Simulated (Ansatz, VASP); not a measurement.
## Two plane-wave programs on HfH2

```
Hf H
1.0
    -1.73900    1.73900    2.18050
     1.73900   -1.73900    2.18050
     1.73900    1.73900   -2.18050
Hf H
1 2
Direct
  0.00000 0.00000 0.00000
  0.76433 0.26433 0.50000
  0.26433 0.76433 0.50000
```

Change from the starting cell: all H atoms moved +0.062 Å, as atom 2 along Cartesian [0 0 1].

Alike in both runs: task single point; functional PBEsol; k mesh 20 × 20 × 20; occupations gaussian, width 0.15 eV; no spin polarisation.

```csv
,VASP,Ansatz
version,VASP 6.6.1,Ansatz 0.2.0
potentials or method,"VASP PAW PBE potentials, release 64 (Hf_pv, H), cutoff 520 eV","scalar-relativistic, plane waves, PAW"
valence electrons in the cell,12,28
```

Ansatz gave:

```
gap on the k mesh at the Fermi level (eV)                     : none
pressure (GPa)                                                : -4.9
traceless stress, the component that is largest in VASP (GPa) : -0.85
rms of the force components (eV/Å)                            : 0.231
```

Task: Which values does VASP return?

Result: gap on the k mesh at the Fermi level (eV): none; pressure (GPa): -5.5; traceless stress, the component that is largest in VASP (GPa): -0.82; rms of the force components (eV/Å): 0.232.

VASP's potentials were made for PBE, not for PBEsol. Atom by atom the forces differ by 0.001 eV/Å (rms over components). A gap of «none» marks a metal or a gap that the smearing closes. With one functional, cell and mesh, what is left measures potentials, basis and numerics. VASP's potentials hold 12 valence electrons a cell and Ansatz's 28, so a difference there can come from the potentials and not from the codes.

Neither program's run includes spin-orbit coupling.
